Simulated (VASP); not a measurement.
A run of VASP 6.6.1 is set up as follows.

The input INCAR:

```
SYSTEM = Sb
ALGO = Normal
EDIFF = 1E-6
ENCUT = 520
GGA = PE
ISIF = 2
ISMEAR = 0
LASPH = .True.
LCHARG = .False.
LREAL = .False.
LWAVE = .False.
NBANDS = 8
NELM = 100
PREC = Accurate
SIGMA = 0.1
```

File KPOINTS:

```
k-points
0
Gamma
  16 16 16
  0 0 0
```

File POSCAR:

```
Sb
1.0
    0.0000000000      2.2907625504      2.2907625504
    2.2907625504      0.0000000000      2.2907625504
    2.2907625504      2.2907625504      0.0000000000
Sb
1
Direct
    0.0000000000      0.0000000000      0.0000000000
```

Potentials or basis: VASP PAW PBE potentials, release 64 (Sb).

Launch:

```sh
$ cat potpaw_PBE.64/Sb/POTCAR > POTCAR
$ mpirun -np 1 vasp_std > vasp.out
```

(1) Estimate the pressure.

## Answers

(1) 10.4 GPa.

Caveat: the cell differs from its parent crystal (strained).
